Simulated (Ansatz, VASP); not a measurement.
**One calculation of Ta, two programs**

INCAR

```
  PREC = Accurate
  ENCUT = 520
  EDIFF = 1E-7
  ISMEAR = 0
  SIGMA = 0.15
  LREAL = False
  LASPH = True
  NELM = 60
  ALGO = Fast
  ISIF = 2
  LWAVE = False
  LCHARG = True
  GGA = PE
  LELF = True
  LVHAR = True
  NBANDS = 12
```

KPOINTS

```
regular mesh
0
Gamma
  18 18 18
```

The input POSCAR:

```
Ta
1.0
   -1.7507551652      1.6594835689      1.5972529351
    1.7507551652     -1.6594835689      1.5972529351
    1.7507551652      1.6594835689     -1.5972529351
Ta
1
Direct
    0.0000000000      0.0000000000      0.0000000000
```

Input for Ansatz:

```yaml
crystal:
  lattice:
    - [-1.7507551652, 1.6594835689, 1.5972529351]
    - [1.7507551652, -1.6594835689, 1.5972529351]
    - [1.7507551652, 1.6594835689, -1.5972529351]
  atoms:
    - { symbol: Ta, position: [0.0, 0.0, 0.0] }
basis:
  ecutwfc: 420
kpoints:
  mp_grid: { grid: [18, 18, 18] }
hamiltonian:
  xc: pbe
  pseudopotentials: { kind: paw, azcp: { folder: soft_1 } }
scf:
  occupations: { method: gaussian, width: 0.15 }
output:
  forces: true
  stress: true
  eigenvalues: true
```

Change from the starting cell: normal strain along x +0.0550, normal strain along z -0.0375.

Alike in both runs: task single point; functional PBE; k mesh 18 × 18 × 18; occupations gaussian, width 0.15 eV; no spin polarisation.

```csv
,VASP,Ansatz
version,VASP 6.6.1,Ansatz 0.2.0
potentials or method,"VASP PAW PBE potentials, release 64 (Ta_pv), cutoff 520 eV","scalar-relativistic, plane waves, PAW"
valence electrons in the cell,11,13
```

```csv
,VASP,Ansatz,Ansatz less VASP
gap on the k mesh at the Fermi level (eV),none,none,-
pressure (GPa),-2.2,-2.2,-0.08
"traceless stress, the component that is largest in VASP (GPa)",-4.65,-4.65,+0.001
```

A gap of «none» marks a metal or a gap that the smearing closes. With one functional, cell and mesh, what is left measures potentials, basis and numerics. VASP's potentials hold 11 valence electrons a cell and Ansatz's 13, so a difference there can come from the potentials and not from the codes.

Spin-orbit coupling is off throughout.
